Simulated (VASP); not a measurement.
The system is Ga.

```xyz
2
Lattice="2.7165 0.0000 0.0000 -1.3583 2.3526 0.0000 0.0000 0.0000 4.2029" Properties=species:S:1:pos:R:3 pbc="T T T"
Ga    0.0000    1.5684    1.0507
Ga    1.3583    0.7842    3.1522
```

This isn't the form of Ga at room conditions, which is orthorhombic.

```yaml
Program: VASP 6.6.1
Task: relaxation of cell and atoms
Functional: r2SCAN
Potentials_or_basis: VASP PAW PBE potentials, release 64 (Ga_d)
Cutoff: 600 eV
k_mesh: 12 × 12 × 6
Occupations: gaussian, width 0.1 eV
Spin: no spin polarisation
```

At the start: pressure 34.9 GPa; volume 13.43 Å³/atom.

Where does the relaxation end?

Over 4 steps the energy falls by 375.7 meV/atom and the volume is 17.95 Å³/atom (+33.6 %); space group P6_3/mmc (No. 194, to 0.1 Å) before and after.

The path:
| step | energy change (eV) | largest force (eV/Å) | pressure (GPa) | volume (Å³) |
| --- | --- | --- | --- | --- |
| 1 | 0.0000 | 0.0000 | 34.93 | 26.86 |
| 2 | -0.6807 | 0.0000 | -4.98 | 39.91 |
| 3 | -0.7510 | 0.0000 | 0.48 | 35.56 |
| 4 | -0.7514 | 0.0000 | -0.07 | 35.89 |

Final structure:
```
Ga
1.0
     2.96640    0.00000    0.00000
    -1.48320    2.56898    0.00000
     0.00000    0.00000    4.70996
Ga
2
Direct
  0.33333 0.66667 0.25000
  0.66667 0.33333 0.75000
```

Caveat: the volume moved by over 15 % at a fixed basis, so the end points are rough; the PAW data sets were made with another functional, which shifts forces and pressure a little.
